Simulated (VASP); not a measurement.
# KBr (Fm-3m) in VASP: a series of runs

The runs below take KBr through single point, with PBE, LDA, PBEsol.

Everything below comes from runs of VASP 6.6.1. Logs are shortened: lines on timing, memory, paths and dates and some standing lists are left out, and cuts for length are marked.

**1. The cell of the first run**

Symmetry: Fm-3m, No. 225, cubic system. Conventional cell: a = 6.605 Å, b = 6.605 Å, c = 6.605 Å, α = 90.00°, β = 90.00°, γ = 90.00°. K (site symmetry m-3m) has 6 Br at 3.30 Å within 4.3 Å. Br (site symmetry m-3m) has 6 K at 3.30 Å within 4.3 Å.

**2. Single point, PBE**

Input file INCAR:

```
ALGO = Normal ; EDIFF = 1E-6
ENCUT = 520 ; GGA = PE
ISIF = 2 ; ISMEAR = 0
LASPH = T ; LCHARG = F
LREAL = F ; LWAVE = F
NBANDS = 15 ; NELM = 60
PREC = Accurate ; SIGMA = 0.01
```

Input file KPOINTS:

```
k-points
0
Gamma
  4 4 4
```

Input file POSCAR:

```
KBr
1.0
    0.0000000000      3.3024387198      3.3024387198
    3.3024387198      0.0000000000      3.3024387198
    3.3024387198      3.3024387198      0.0000000000
K Br
1 1
Direct
    0.0000000000      0.0000000000      0.0000000000
    0.5000000000      0.5000000000      0.5000000000
```

Potentials or basis: VASP PAW PBE potentials, release 64 (K_sv, Br).

Run with:

```
$ cat potpaw_PBE.64/K_sv/POTCAR potpaw_PBE.64/Br/POTCAR > POTCAR
$ mpirun -np 1 vasp_std > vasp.out
```

OUTCAR:

```text
EDIFF = 1E-6
   ENCUT = 520
   GGA = PE
   ISIF = 2
   ISMEAR = 0
   LASPH = T
   LREAL = F
   NELM = 60
   PREC = Accurate

 ion  position               nearest neighbor table
   1  0.000  0.000  0.000-
   2  0.500  0.500  0.500-

  LATTYP: Found a face centered cubic cell.
 ALAT       =     6.6048774396

  Lattice vectors:

 A1 = (   0.0000000000,   3.3024387198,   3.3024387198)
 A2 = (   3.3024387198,   0.0000000000,   3.3024387198)
 A3 = (   3.3024387198,   3.3024387198,   0.0000000000)

Analysis of symmetry for initial positions (statically):
=====================================================================
 Subroutine PRICEL returns:
 Original cell was already a primitive cell.

 Routine SETGRP: Setting up the symmetry group for a
 face centered cubic supercell.

 Subroutine GETGRP returns: Found 48 space group operations
 (whereof 48 operations were pure point group operations)
 out of a pool of 48 trial point group operations.

The static configuration has the point symmetry O_h .

Analysis of symmetry for dynamics (positions and initial velocities):
=====================================================================
 Subroutine PRICEL returns:
 Original cell was already a primitive cell.

 Routine SETGRP: Setting up the symmetry group for a
 face centered cubic supercell.

 Subroutine GETGRP returns: Found 48 space group operations
 (whereof 48 operations were pure point group operations)
 out of a pool of 48 trial point group operations.

The dynamic configuration has the point symmetry O_h .

 Subroutine INISYM returns: Found 48 space group operations
 (whereof 48 operations are pure point group operations),
 and found     1 'primitive' translations

----------------------------------------------------------------------------------------

                                     Primitive cell

  volume of cell :      72.0335

  direct lattice vectors                    reciprocal lattice vectors
     0.000000000  3.302438720  3.302438720    -0.151403264  0.151403264  0.151403264
     3.302438720  0.000000000  3.302438720     0.151403264 -0.151403264  0.151403264
     3.302438720  3.302438720  0.000000000     0.151403264  0.151403264 -0.151403264

  length of vectors
     4.670353626  4.670353626  4.670353626     0.262238145  0.262238145  0.262238145

  position of ions in fractional coordinates (direct lattice)
     0.000000000  0.000000000  0.000000000
     0.500000000  0.500000000  0.500000000

  ion indices of the primitive-cell ions
   primitive index   ion index
                 1           1
                 2           2

----------------------------------------------------------------------------------------

 KPOINTS: k-points

Automatic generation of k-mesh.
 Grid dimensions read from file:
 generate k-points for:    4    4    4

 Generating k-lattice:

  Cartesian coordinates                     Fractional coordinates (reciprocal lattice)
    -0.037850816  0.037850816  0.037850816     0.250000000  0.000000000  0.000000000
     0.037850816 -0.037850816  0.037850816     0.000000000  0.250000000  0.000000000
     0.037850816  0.037850816 -0.037850816     0.000000000  0.000000000  0.250000000

  Length of vectors
     0.065559536  0.065559536  0.065559536

  Shift w.r.t. Gamma in fractional coordinates (k-lattice)
     0.000000000  0.000000000  0.000000000

 Subroutine IBZKPT returns following result:
 ===========================================

 Found      8 irreducible k-points:

 Following reciprocal coordinates:
            Coordinates               Weight
  0.000000  0.000000  0.000000      1.000000
  0.250000  0.000000  0.000000      8.000000
  0.500000  0.000000  0.000000      4.000000
  0.250000  0.250000  0.000000      6.000000
  0.500000  0.250000  0.000000     24.000000
 -0.250000  0.250000  0.000000     12.000000
  0.500000  0.500000  0.000000      3.000000
 -0.250000  0.500000  0.250000      6.000000
   k-points           NKPTS =      8   k-points in BZ     NKDIM =      8   number of bands    NBANDS=     15
   number of dos      NEDOS =    301   number of ions     NIONS =      2
   total plane-waves  NPLWV =  46656
   dimension x,y,z NGX =    36 NGY =   36 NGZ =   36
   dimension x,y,z NGXF=    72 NGYF=   72 NGZF=   72
   ions per type =               1   1
   NGX,Y,Z   is equivalent  to a cutoff of  12.81, 12.81, 12.81 a.u.
   NGXF,Y,Z  is equivalent  to a cutoff of  25.63, 25.63, 25.63 a.u.
 SYSTEM =  unknown system
   PREC   = accura    normal or accurate (medium, high low for compatibility)
   ISTART =      0    job   : 0-new  1-cont  2-samecut
   ICHARG =      2    charge: 1-file 2-atom 10-const
   ISPIN  =      1    spin polarized calculation?
   LNONCOLLINEAR =      F non collinear calculations
   LSORBIT =      F    spin-orbit coupling
   LASPH  =      T    aspherical Exc in radial PAW
   ENCUT  =  520.0 eV  38.22 Ry    6.18 a.u.   8.68  8.68  8.68*2*pi/ulx,y,z
   NELM   =     60;   NELMIN=  2; NELMDL= -5     # of ELM steps
   EDIFF  = 0.1E-05   stopping-criterion for ELM
   LREAL  =      F    real-space projection
   EDIFFG = 0.1E-04   stopping-criterion for IOM
   NSW    =      0    number of steps for IOM
   IBRION =     -1    ionic relax: 0-MD 1-quasi-New 2-CG
   NFREE  =      0    steps in history (QN), initial steepest desc. (CG)
   ISIF   =      2    stress and relaxation
   ISYM   =      2    0-nonsym 1-usesym 2-fastsym
   POTIM  = 0.5000    time-step for ionic-motion
   TEBEG  =    0.0;   TEEND  =   0.0 temperature during run
   PSTRESS=    0.0 pullay stress
   NELECT =      16.0000    total number of electrons
   NUPDOWN=      -1.0000    fix difference up-down
   EMIN   =  10.00;   EMAX   =-10.00  energy-range for DOS
   EFERMI =   0.00;   METHOD = LEGACY
   ISMEAR =     0;   SIGMA  =   0.01  broadening in eV -4-tet -1-fermi 0-gaus
   EFERMI_NEDOS =   21; number of points for ismear=-14 and -15
   IALGO  =     38    algorithm
   IMIX   =      4    mixing-type and parameters
     AMIX     =   0.40;   BMIX     =  1.00
     AMIX_MAG =   1.60;   BMIX_MAG =  1.00
  volume/ion in A,a.u.               =      36.02       243.05
  Fermi-wavevector in a.u.,A,eV,Ry     =   0.991448  1.873566 13.374114  0.982970
  Thomas-Fermi vector in A             =   2.123190
   LORBIT       =      0    0 simple, 1 ext, 2 COOP (PROOUT), +10 PAW based schemes
   GGA     = PE    functional components
   LHFCALC =     F    Hartree Fock is set to
   AEXX    =    0.0000 exact exchange contribution
   IVDW    =     0    specifies the selected vdW correction
   LEPSILON=     F    determine dielectric tensor
   LRPA    =     F    only Hartree local field effects (RPA)
 non-spin polarized calculation
 Gauss-broadening in eV      SIGMA  =   0.01
  energy-cutoff  :      520.00
  volume of cell :       72.03
 maximum number of plane-waves:      1964
 NGX is ok and might be reduce to    36
   NGX = 17   NGY = 17   NGZ = 17

 number of electron      15.9999997 magnetization

 Free energy of the ion-electron system (eV)
  ---------------------------------------------------
  ext. energy  EPLUGINS =         0.00000000
  ---------------------------------------------------
  free energy    TOTEN  =        -6.21541318 eV

  energy without entropy =       -6.21541318  energy(sigma->0) =       -6.21541318

 E-fermi :  -1.6944     XC(G=0):  -7.3615

 val. band max:       -1.7487250046   @ k =   0.0000   0.0000   0.0000
 cond. band min:       2.6789626650   @ k =   0.0000   0.0000   0.0000
 fundamental gap:      4.4276876696
 Fermi energy:        -1.6943911355

 k-point     1 :       0.0000    0.0000    0.0000
  band No.  band energies     occupation
      1     -29.5354      2.00000
      2     -14.0381      2.00000
      3     -13.0126      2.00000
      4     -13.0126      2.00000
      5     -13.0126      2.00000
      6      -1.7487      2.00000
      7      -1.7487      2.00000
      8      -1.7487      2.00000
      9       2.6790      0.00000
     10       5.8544      0.00000
     11       5.8544      0.00000
     12       5.8544      0.00000
     13       6.6762      0.00000
     14       6.6762      0.00000
     15       9.8478      0.00000

 k-point     2 :       0.2500    0.0000    0.0000
  band No.  band energies     occupation
      1     -29.5326      2.00000
      2     -14.1351      2.00000
      3     -13.0153      2.00000
      4     -13.0153      2.00000
      5     -12.8805      2.00000
      6      -2.4175      2.00000
      7      -1.9209      2.00000
      8      -1.9209      2.00000
      9       3.9296      0.00000
     10       5.7362      0.00000
     11       6.5557      0.00000
     12       6.5557      0.00000
     13       7.4443      0.00000
     14       7.4443      0.00000
     15      10.4565      0.00000

 k-point     3 :       0.5000    0.0000    0.0000
  band No.  band energies     occupation
      1     -29.5299      2.00000
      2     -14.2155      2.00000
      3     -13.0181      2.00000
      4     -13.0181      2.00000
      5     -12.7642      2.00000
      6      -2.9229      2.00000
      7      -2.0797      2.00000
      8      -2.0797      2.00000
      9       4.8368      0.00000
     10       6.4778      0.00000
     11       8.0079      0.00000
     12       8.0079      0.00000
     13       8.3196      0.00000
     14       8.3196      0.00000
     15       9.1705      0.00000
[... 55 lines left out ...]
 k-point     7 :       0.5000    0.5000    0.0000
  band No.  band energies     occupation
      1     -29.5283      2.00000
      2     -13.9406      2.00000
      3     -13.1021      2.00000
      4     -13.0482      2.00000
      5     -13.0482      2.00000
      6      -2.5598      2.00000
      7      -2.0335      2.00000
      8      -2.0335      2.00000
      9       4.1182      0.00000
     10       5.4416      0.00000
     11       7.6141      0.00000
     12       7.7482      0.00000
     13       7.9156      0.00000
     14       9.0174      0.00000
     15       9.0174      0.00000

 k-point     8 :      -0.2500    0.5000    0.2500
  band No.  band energies     occupation
      1     -29.5282      2.00000
      2     -14.0373      2.00000
      3     -13.0750      2.00000
      4     -13.0750      2.00000
      5     -12.9165      2.00000
      6      -2.3342      2.00000
      7      -2.3342      2.00000
      8      -2.2831      2.00000
      9       5.6355      0.00000
     10       5.6355      0.00000
     11       6.5004      0.00000
     12       7.2448      0.00000
     13       8.9378      0.00000
     14       9.0420      0.00000
     15       9.2634      0.00000

------------------------ aborting loop because EDIFF is reached ----------------------------------------

  FORCE on cell =-STRESS in cart. coord.  units (eV):
  Direction    XX          YY          ZZ          XY          YZ          ZX
  --------------------------------------------------------------------------------------
  -------------------------------------------------------------------------------------
  Total        0.3246896      0.3246896      0.3246896      0.0000000     -0.0000000     -0.0000000
  in kB        7.2217873      7.2217873      7.2217873      0.0000000     -0.0000000     -0.0000000
  external PRESSURE =       7.2217873 kB  Pullay stress =       0.0000000 kB

 VOLUME and BASIS-vectors are now :
 -----------------------------------------------------------------------------
  energy-cutoff  :      520.00
  volume of cell :       72.03
      direct lattice vectors                 reciprocal lattice vectors
     0.000000000  3.302438720  3.302438720    -0.151403264  0.151403264  0.151403264
     3.302438720  0.000000000  3.302438720     0.151403264 -0.151403264  0.151403264
     3.302438720  3.302438720  0.000000000     0.151403264  0.151403264 -0.151403264

 POSITION                                       TOTAL-FORCE (eV/Angst)
 -----------------------------------------------------------------------------------
      0.00000      0.00000      0.00000         0.000000      0.000000      0.000000
      3.30244      3.30244      3.30244        -0.000000     -0.000000     -0.000000
 -----------------------------------------------------------------------------------
    total drift:                                0.000000      0.000000      0.000000

  FREE ENERGIE OF THE ION-ELECTRON SYSTEM (eV)
  ---------------------------------------------------
  free  energy   TOTEN  =        -6.2154131787 eV

  energy  without entropy=       -6.2154131787  energy(sigma->0) =       -6.21541318
```

Run time: 18 s. Hardware: 1 thread of Intel Xeon 8259CL, shared host; peak memory 0.2 GiB.

Results:

```yaml
Free_energy: -6.2154 eV
Pressure: 0.7 GPa
Band_gap_on_the_k_mesh: 4.43 eV
```

Levels at points of the mesh, in eV from the valence-band top:
```
           k point  band 6  band 7  band 8  band 9  band 10  band 11
(0.00, 0.00, 0.00)    0.00    0.00    0.00    4.43     7.60     7.60
(0.50, 0.00, 0.00)   -1.17   -0.33   -0.33    6.59     8.23     9.76
(0.50, 0.50, 0.00)   -0.81   -0.28   -0.28    5.87     7.19     9.36
```

(Continued in part 2 of 2.)
